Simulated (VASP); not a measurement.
NbCd3:

```xyz
4
Lattice="4.2150 0.0000 0.0000 0.0000 4.2150 0.0000 0.0000 0.0000 4.2150" Properties=species:S:1:pos:R:3 pbc="T T T"
Nb    0.0000    0.0000    0.0000
Cd    0.0000    2.1075    2.1075
Cd    2.1075    0.0000    2.1075
Cd    2.1075    2.1075    0.0000
```

Base run:

- Program: VASP 6.6.1
- Functional: r2SCAN
- Potentials or basis: VASP PAW PBE potentials, release 64 (Nb_sv, Cd)
- Cutoff: 520 eV
- k mesh: 14 × 14 × 14
- Occupations: gaussian, width 0.1 eV
- Spin: no spin polarisation

Its results: band gap on the k mesh zero (an odd number of electrons rules out a gap without spin polarisation); pressure 5.3 GPa.

**Question.** After a change of settings the same cell gave: band gap on the k mesh zero (an odd number of electrons rules out a gap without spin polarisation); pressure 18.2 GPa. Which change was it?
A. k mesh from 14 × 14 × 14 to 1 × 1 × 1
B. k mesh from 14 × 14 × 14 to 8 × 8 × 8
C. k mesh from 14 × 14 × 14 to 12 × 12 × 12
D. k mesh from 14 × 14 × 14 to 6 × 6 × 6; further incar settings from ALGO = Normal; EDIFF = 1e-06; NBANDS = 32 to ALGO = Normal; EDIFF = 1e-07; NBANDS = 32

**Answer.** A.

Caveats: some runs use coarse meshes; the PAW data sets were made with another functional, which shifts forces and pressure a little; the cell stands under pressure (at least some runs).
